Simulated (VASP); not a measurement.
# Si16H7Cl in VASP: further runs

Si16H7Cl is run at these levels: PBE; tasks: single point.

Program: VASP 6.6.1. These are calculated values, not measurements. Logs are shortened: lines on timing, memory, paths and dates and some standing lists are left out, and cuts for length are marked.

## Step 1: The cell of the first run

The cell holds a slab with vacuum, 24 atoms: a = 7.679 Å, b = 7.679 Å, c = 19.869 Å, α = 90.00°, β = 90.00°, γ = 60.00°.

## Step 2: Single point, PBE

The input, INCAR:

```
SYSTEM = Si16H7Cl
PREC = Accurate
ENCUT = 400
EDIFF = 1E-6
ISMEAR = -1
SIGMA = 0.02
LREAL = .FALSE.
LASPH = .TRUE.
NELM = 120
ALGO = Normal
ISIF = 2
LWAVE = .FALSE.
LCHARG = .TRUE.
GGA = PE
LELF = .TRUE.
LVHAR = .TRUE.
NBANDS = 57
GGA_COMPAT = .FALSE.
NELMDL = -8
```

The input, KPOINTS:

```
Automatic mesh
0
G
  2 2 1
  0 0 0
```

The input, POSCAR:

```
Si16H7Cl
1.0
    7.6791800000      0.0000000000      0.0000000000
    3.8395900000      6.6503650000      0.0000000000
    0.0000000000      0.0000000000     19.8687650000
H Si Cl
7 16 1
Direct
    0.1666668792      0.1666675438      0.0503302545
    0.6666681814      0.1666675438      0.0503302545
    0.1666662146      0.6666701752      0.0503302545
    0.6666675168      0.6666701752      0.0503302545
    0.4906933951      0.0393211500      0.4000550613
   -0.0662520107      0.5522102922      0.3953844137
    0.5303880717      0.4794924790      0.3972566991
    0.1666668792      0.1666675438      0.1258256364
    0.6666681814      0.1666675438      0.1258256364
    0.1666662146      0.6666701752      0.1258256364
    0.6666675168      0.6666701752      0.1258256364
   -0.1693137362      0.3432894285      0.1647711873
    0.3443806720      0.3318163740      0.1692858112
   -0.1661236563      0.8370668377      0.1641470922
    0.3276091161      0.8474422081      0.1657324952
   -0.1773748671      0.3321171094      0.2778834014
    0.3450921136      0.3298465573      0.2821413409
   -0.1570575568      0.8340143736      0.2814165853
    0.3362679807      0.8363751463      0.2800123712
    0.0103595302      0.0044659203      0.3195115549
    0.4845212873      0.0232769179      0.3248415289
   -0.0175353653      0.5129342525      0.3221891245
    0.5066071743      0.5060624492      0.3231504323
   -0.0081293776      0.0108415102      0.4263475863
```

Potentials or basis: VASP PAW PBE potentials, release 64 (H, Si, Cl).

Command:

```sh
> cat potpaw_PBE.64/H/POTCAR potpaw_PBE.64/Si/POTCAR potpaw_PBE.64/Cl/POTCAR > POTCAR
> mpirun -np 1 vasp_std > vasp.out
```

OUTCAR:

```text
SYSTEM = Si16H7Cl
   PREC = Accurate
   ENCUT = 400
   EDIFF = 1E-6
   ISMEAR = -1
   LREAL = .FALSE.
   LASPH = .TRUE.
   NELM = 120
   ISIF = 2
   GGA = PE
   NELMDL = -8

 ion  position               nearest neighbor table
   1  0.167  0.167  0.050-   8 1.50
   2  0.667  0.167  0.050-   9 1.50
   3  0.167  0.667  0.050-  10 1.50
   4  0.667  0.667  0.050-  11 1.50
   5  0.491  0.039  0.400-  21 1.50
   6  0.934  0.552  0.395-  22 1.49
   7  0.530  0.479  0.397-  23 1.49
   8  0.167  0.167  0.126-   1 1.50  15 2.27  12 2.37  13 2.44
   9  0.667  0.167  0.126-   2 1.50  13 2.31  14 2.32  12 2.39
  10  0.167  0.667  0.126-   3 1.50  14 2.34  13 2.39  15 2.41
  11  0.667  0.667  0.126-   4 1.50  12 2.29  14 2.37  15 2.39
  12  0.831  0.343  0.165-  16 2.25  11 2.29   8 2.37   9 2.39
  13  0.344  0.332  0.169-  17 2.24   9 2.31  10 2.39   8 2.44
[... 8 lines left out ...]
  22  0.982  0.513  0.322-   6 1.49  18 2.29  16 2.43  17 2.54
  23  0.507  0.506  0.323-   7 1.49  16 2.29  19 2.36  17 2.39
  24  0.992  0.011  0.426-  20 2.13

  LATTYP: Found a hexagonal cell.
 ALAT       =     7.6791800344
 C/A-ratio  =     2.5873550185

  Lattice vectors:

 A1 = (  -3.8395900000,  -6.6503650000,   0.0000000000)
 A2 = (   7.6791800000,   0.0000000000,   0.0000000000)
 A3 = (   0.0000000000,   0.0000000000,  19.8687650000)

Analysis of symmetry for initial positions (statically):
=====================================================================
 Subroutine PRICEL returns:
 Original cell was already a primitive cell.

 Routine SETGRP: Setting up the symmetry group for a
 hexagonal supercell.

 Subroutine GETGRP returns: Found  1 space group operations
 (whereof  1 operations were pure point group operations)
 out of a pool of 24 trial point group operations.

The static configuration has the point symmetry C_1 .

Analysis of symmetry for dynamics (positions and initial velocities):
=====================================================================
 Subroutine PRICEL returns:
 Original cell was already a primitive cell.

 Routine SETGRP: Setting up the symmetry group for a
 hexagonal supercell.

 Subroutine GETGRP returns: Found  1 space group operations
 (whereof  1 operations were pure point group operations)
 out of a pool of 24 trial point group operations.

The dynamic configuration has the point symmetry C_1 .

 Subroutine INISYM returns: Found  1 space group operations
 (whereof  1 operations are pure point group operations),
 and found     1 'primitive' translations

----------------------------------------------------------------------------------------

                                     Primitive cell

  volume of cell :    1014.6849

  direct lattice vectors                    reciprocal lattice vectors
     7.679180000  0.000000000  0.000000000     0.130222237 -0.075183843  0.000000000
     3.839590000  6.650365000  0.000000000     0.000000000  0.150367687  0.000000000
     0.000000000  0.000000000 19.868765000     0.000000000  0.000000000  0.050330255

  length of vectors
     7.679180000  7.679180034 19.868765000     0.150367687  0.150367687  0.050330255

  position of ions in fractional coordinates (direct lattice)
     0.166666879  0.166667544  0.050330254
     0.666668181  0.166667544  0.050330254
     0.166666215  0.666670175  0.050330254
     0.666667517  0.666670175  0.050330254
     0.490693395  0.039321150  0.400055061
     0.933747989  0.552210292  0.395384414
[... 16 lines left out ...]
     0.506607174  0.506062449  0.323150432
     0.991870622  0.010841510  0.426347586

  ion indices of the primitive-cell ions
   primitive index   ion index
                 1           1
                 2           2
                 3           3
                 4           4
                 5           5
                 6           6
[... 16 lines left out ...]
                23          23
                24          24

----------------------------------------------------------------------------------------

 KPOINTS: Automatic mesh

Automatic generation of k-mesh.
 Grid dimensions read from file:
 generate k-points for:    2    2    1

 Generating k-lattice:

  Cartesian coordinates                     Fractional coordinates (reciprocal lattice)
     0.065111119 -0.037591922  0.000000000     0.500000000  0.000000000  0.000000000
     0.000000000  0.075183843  0.000000000     0.000000000  0.500000000  0.000000000
     0.000000000  0.000000000  0.050330255     0.000000000  0.000000000  1.000000000

  Length of vectors
     0.075183844  0.075183843  0.050330255

  Shift w.r.t. Gamma in fractional coordinates (k-lattice)
     0.000000000  0.000000000  0.000000000

 Subroutine IBZKPT returns following result:
 ===========================================

 Found      4 irreducible k-points:

 Following reciprocal coordinates:
            Coordinates               Weight
  0.000000  0.000000  0.000000      1.000000
  0.500000  0.000000  0.000000      1.000000
  0.500000  0.500000  0.000000      1.000000
  0.000000  0.500000  0.000000      1.000000
   k-points           NKPTS =      4   k-points in BZ     NKDIM =      4   number of bands    NBANDS=     57
   number of dos      NEDOS =    301   number of ions     NIONS =     24
   total plane-waves  NPLWV = 350000
   dimension x,y,z NGX =    50 NGY =   50 NGZ =  140
   dimension x,y,z NGXF=   100 NGYF=  100 NGZF=  280
   ions per type =               7  16   1
   NGX,Y,Z   is equivalent  to a cutoff of  10.82, 10.82, 11.71 a.u.
   NGXF,Y,Z  is equivalent  to a cutoff of  21.65, 21.65, 23.43 a.u.
 SYSTEM =  Si16H7Cl
   PREC   = accura    normal or accurate (medium, high low for compatibility)
   ISTART =      0    job   : 0-new  1-cont  2-samecut
   ICHARG =      2    charge: 1-file 2-atom 10-const
   ISPIN  =      1    spin polarized calculation?
   LNONCOLLINEAR =      F non collinear calculations
   LSORBIT =      F    spin-orbit coupling
   LASPH  =      T    aspherical Exc in radial PAW
   ENCUT  =  400.0 eV  29.40 Ry    5.42 a.u.  12.52 12.52 32.40*2*pi/ulx,y,z
   NELM   =    120;   NELMIN=  2; NELMDL= -8     # of ELM steps
   EDIFF  = 0.1E-05   stopping-criterion for ELM
   LREAL  =      F    real-space projection
   EDIFFG = 0.1E-04   stopping-criterion for IOM
   NSW    =      0    number of steps for IOM
   IBRION =     -1    ionic relax: 0-MD 1-quasi-New 2-CG
   NFREE  =      0    steps in history (QN), initial steepest desc. (CG)
   ISIF   =      2    stress and relaxation
   ISYM   =      2    0-nonsym 1-usesym 2-fastsym
   POTIM  = 0.5000    time-step for ionic-motion
   TEBEG  =    0.0;   TEEND  =   0.0 temperature during run
   PSTRESS=    0.0 pullay stress
   NELECT =      78.0000    total number of electrons
   NUPDOWN=      -1.0000    fix difference up-down
   EMIN   =  10.00;   EMAX   =-10.00  energy-range for DOS
   EFERMI =   0.00;   METHOD = LEGACY
   ISMEAR =    -1;   SIGMA  =   0.02  broadening in eV -4-tet -1-fermi 0-gaus
   EFERMI_NEDOS =   21; number of points for ismear=-14 and -15
   IALGO  =     38    algorithm
   IMIX   =      4    mixing-type and parameters
     AMIX     =   0.40;   BMIX     =  1.00
     AMIX_MAG =   1.60;   BMIX_MAG =  1.00
  volume/ion in A,a.u.               =      42.28       285.31
  Fermi-wavevector in a.u.,A,eV,Ry     =   0.696086  1.315411  6.592501  0.484535
  Thomas-Fermi vector in A             =   1.779038
   LORBIT       =      0    0 simple, 1 ext, 2 COOP (PROOUT), +10 PAW based schemes
   GGA     = PE    functional components
   LHFCALC =     F    Hartree Fock is set to
   AEXX    =    0.0000 exact exchange contribution
   IVDW    =     0    specifies the selected vdW correction
   LEPSILON=     F    determine dielectric tensor
   LRPA    =     F    only Hartree local field effects (RPA)
 non-spin polarized calculation
  energy-cutoff  :      400.00
  volume of cell :     1014.68
 maximum number of plane-waves:     18473
   NGX = 25   NGY = 25   NGZ = 65

 number of electron      78.0000001 magnetization

 Free energy of the ion-electron system (eV)
  ---------------------------------------------------
  ext. energy  EPLUGINS =         0.00000000
  ---------------------------------------------------
  free energy    TOTEN  =      -111.36255013 eV

  energy without entropy =     -111.36255013  energy(sigma->0) =     -111.36255013

 E-fermi :  -0.5244     XC(G=0):  -4.1093

 val. band max:       -0.9703566624   @ k =   0.0000   0.0000   0.0000
 cond. band min:      -0.0822278229   @ k =   0.0000   0.0000   0.0000
 fundamental gap:      0.8881288394
 Fermi energy:        -0.5244231067

 k-point     1 :       0.0000    0.0000    0.0000
  band No.  band energies     occupation
      1     -16.9860      2.00000
      2     -12.6958      2.00000
      3     -11.4788      2.00000
      4     -10.6556      2.00000
      5     -10.6191      2.00000
      6     -10.4327      2.00000
[... 43 lines left out ...]
     50       1.2552      0.00000
     51       1.7917      0.00000

 k-point     2 :       0.5000    0.0000    0.0000
  band No.  band energies     occupation
      1     -16.9854      2.00000
      2     -12.0698      2.00000
      3     -11.9518      2.00000
      4     -10.9079      2.00000
      5     -10.7847      2.00000
      6     -10.7225      2.00000
[... 43 lines left out ...]
     50       2.4379      0.00000
     51       2.5954      0.00000

 k-point     3 :       0.5000    0.5000    0.0000
  band No.  band energies     occupation
      1     -16.9855      2.00000
      2     -12.1054      2.00000
      3     -11.9096      2.00000
      4     -10.8910      2.00000
      5     -10.8866      2.00000
      6     -10.7186      2.00000
[... 43 lines left out ...]
     50       2.4993      0.00000
     51       2.5276      0.00000

 k-point     4 :       0.0000    0.5000    0.0000
  band No.  band energies     occupation
      1     -16.9854      2.00000
      2     -12.0407      2.00000
      3     -11.9543      2.00000
      4     -10.8584      2.00000
      5     -10.8118      2.00000
      6     -10.7831      2.00000
[... 43 lines left out ...]
     50       2.5088      0.00000
     51       2.6126      0.00000
 [bands above 51 left out]

------------------------ aborting loop because EDIFF is reached ----------------------------------------

  FORCE on cell =-STRESS in cart. coord.  units (eV):
  Direction    XX          YY          ZZ          XY          YZ          ZX
  --------------------------------------------------------------------------------------
  -------------------------------------------------------------------------------------
  Total        0.4642108      8.0890035      5.1365667     -0.8730307     -5.1879031     -1.0441071
  in kB        0.7329842     12.7724556      8.1105874     -1.3785067     -8.1916472     -1.6486347
  external PRESSURE =       7.2053424 kB  Pullay stress =       0.0000000 kB

 VOLUME and BASIS-vectors are now :
 -----------------------------------------------------------------------------
  energy-cutoff  :      400.00
  volume of cell :     1014.68
      direct lattice vectors                 reciprocal lattice vectors
     7.679180000  0.000000000  0.000000000     0.130222237 -0.075183843  0.000000000
     3.839590000  6.650365000  0.000000000     0.000000000  0.150367687  0.000000000
     0.000000000  0.000000000 19.868765000     0.000000000  0.000000000  0.050330255

 POSITION                                       TOTAL-FORCE (eV/Angst)
 -----------------------------------------------------------------------------------
      1.91980      1.10840      1.00000         0.044699     -0.016362     -0.018173
      5.75940      1.10840      1.00000        -0.090331      0.062123     -0.053171
      3.83960      4.43360      1.00000         0.074299     -0.062241     -0.039515
      7.67920      4.43360      1.00000        -0.033815     -0.009288     -0.043615
      3.91910      0.26150      7.94860        -0.168373     -0.168273     -0.035910
      9.29068      3.67240      7.85580         0.198327     -0.317325      0.215989
[... 16 lines left out ...]
      5.83340      3.36550      6.42060        -0.821953     -0.294535     -0.464781
      7.65838      0.07210      8.47100         0.155698      0.009186     -0.430973
 -----------------------------------------------------------------------------------
    total drift:                                0.000144     -0.000054     -0.000134

  FREE ENERGIE OF THE ION-ELECTRON SYSTEM (eV)
  ---------------------------------------------------
  free  energy   TOTEN  =      -111.3625501327 eV

  energy  without entropy=     -111.3625501326  energy(sigma->0) =     -111.36255013
```

Run time: 14 min. Hardware: 1 thread of Intel Xeon 8259CL, shared host; peak memory 0.78 GiB.

Results:

| Quantity | Value |
| --- | --- |
| Free energy | -111.3626 eV |
| Largest force | 2.666 eV/Å |
| Band gap on the k mesh | 0.89 eV |

Forces in eV/Å, atoms in the order of the input:
```
H    0.045 -0.016 -0.018
H   -0.090  0.062 -0.053
H    0.074 -0.062 -0.040
H   -0.034 -0.009 -0.044
H   -0.168 -0.168 -0.036
H    0.198 -0.317  0.216
H   -0.024  0.218  0.239
Si   0.455  1.182  0.267
Si   0.656  0.215 -0.035
Si   0.378  0.014  0.435
Si  -0.004  0.946  0.093
Si  -0.253 -0.998 -1.038
Si  -0.969  0.249 -1.640
Si  -0.117 -0.315 -0.151
Si  -0.179 -1.339 -0.970
Si   1.268  0.465  1.182
Si  -0.804  2.135  1.381
Si  -0.902  1.053  0.447
Si   0.703  0.250  1.428
Si  -0.922 -0.196  0.226
Si   0.946 -2.068 -0.245
Si   0.408 -1.013 -0.749
Si  -0.822 -0.295 -0.465
Cl   0.156  0.009 -0.431
```

Caveat: the k points lie up to 0.47 Å⁻¹ apart.

## Step 3: Single point, PBE

The input, INCAR:

```
ALGO = Normal
EDIFF = 1E-6
ENCUT = 400
GGA = PE
GGA_COMPAT = False
ISIF = 2
ISMEAR = -1
LASPH = True
LCHARG = False
LREAL = False
LWAVE = False
NBANDS = 57
NELM = 120
NELMDL = -8
PREC = Accurate
SIGMA = 0.02
```

The input, KPOINTS:

```
k-points
0
Gamma
  2 2 1
```

The input, POSCAR:

```
Si16H7Cl
1.0
    7.6791800000      0.0000000000      0.0000000000
    3.8395900000      6.6503650000      0.0000000000
    0.0000000000      0.0000000000     19.8687650000
H Si Cl
7 16 1
Direct
    0.1666668792      0.1666675438      0.0503302545
    0.6666681814      0.1666675438      0.0503302545
    0.1666662146      0.6666701752      0.0503302545
    0.6666675168      0.6666701752      0.0503302545
    0.4703485957      0.0314118097      0.4019575449
   -0.0354396316      0.5148589589      0.3952736871
    0.5210260611      0.5188437026      0.3973372276
    0.1666668792      0.1666675438      0.1258256364
    0.6666681814      0.1666675438      0.1258256364
    0.1666662146      0.6666701752      0.1258256364
    0.6666675168      0.6666701752      0.1258256364
   -0.1690665645      0.3426127739      0.1618973298
    0.3452402446      0.3328839846      0.1686365509
   -0.1651876756      0.8373826098      0.1633317421
    0.3273827743      0.8473219139      0.1640514647
   -0.1779027734      0.3334854553      0.2768868624
    0.3381251541      0.3476350546      0.2856443267
   -0.1605243326      0.8458182370      0.2812857266
    0.3422898474      0.8429011039      0.2816430714
    0.0132983403      0.0063755899      0.3195971164
    0.4882688053      0.0256527273      0.3262054788
   -0.0264492273      0.5160468636      0.3200450556
    0.5075989062      0.5100171194      0.3232812910
   -0.0159335173      0.0184801887      0.4256530288
```

Potentials or basis: VASP PAW PBE potentials, release 64 (H, Si, Cl).

Command:

```sh
> cat potpaw_PBE.64/H/POTCAR potpaw_PBE.64/Si/POTCAR potpaw_PBE.64/Cl/POTCAR > POTCAR
> mpirun -np 1 vasp_std > vasp.out
```

Wall time 15 min (1 thread of Intel Xeon 8259CL, shared host); peak memory 0.74 GiB.

Results (log left out):

| Quantity | Value |
| --- | --- |
| Free energy | -111.7470 eV |
| Largest force | 1.640 eV/Å |
| Band gap on the k mesh | 1.05 eV |

Forces in eV/Å, atoms in the order of the input:
```
H    0.079  0.031 -0.041
H   -0.104  0.040 -0.073
H    0.038 -0.029 -0.049
H    0.004  0.020 -0.065
H    0.115 -0.148 -0.165
H    0.021 -0.009  0.082
H   -0.021 -0.066  0.338
Si   0.613  1.187  0.091
Si   0.627  0.216 -0.284
Si   0.468 -0.037  0.287
Si   0.000  1.067 -0.085
Si  -0.318 -0.996 -0.306
Si  -0.981  0.238 -0.600
Si  -0.267 -0.296  0.071
Si  -0.151 -1.309 -0.078
Si   1.090  0.248  0.692
Si  -1.378  0.751  0.475
Si  -1.011  0.281  0.668
Si   0.319 -0.007  0.366
Si  -0.692 -0.035  0.152
Si   0.837 -0.855 -0.366
Si   1.036 -0.604 -0.469
Si  -0.478  0.323 -0.355
Cl   0.154 -0.009 -0.285
```

Levels at points of the mesh, in eV from the valence-band top:
| k point | band 36 | band 37 | band 38 | band 39 | band 40 | band 41 | band 42 | band 43 |
| --- | --- | --- | --- | --- | --- | --- | --- | --- |
| (0.00, 0.00, 0.00) | -0.97 | -0.70 | -0.24 | 0.00 | 1.05 | 1.12 | 1.22 | 1.64 |
| (0.50, 0.00, 0.00) | -1.86 | -1.75 | -1.04 | -0.89 | 1.46 | 1.60 | 2.30 | 2.40 |
| (0.50, 0.50, 0.00) | -1.91 | -1.72 | -1.16 | -0.70 | 1.39 | 1.67 | 2.20 | 2.29 |
| (0.00, 0.50, 0.00) | -1.72 | -1.69 | -0.87 | -0.81 | 1.62 | 1.68 | 2.29 | 2.36 |

Caveat: the k points lie up to 0.47 Å⁻¹ apart.

(Continued in part 2 of 2.)
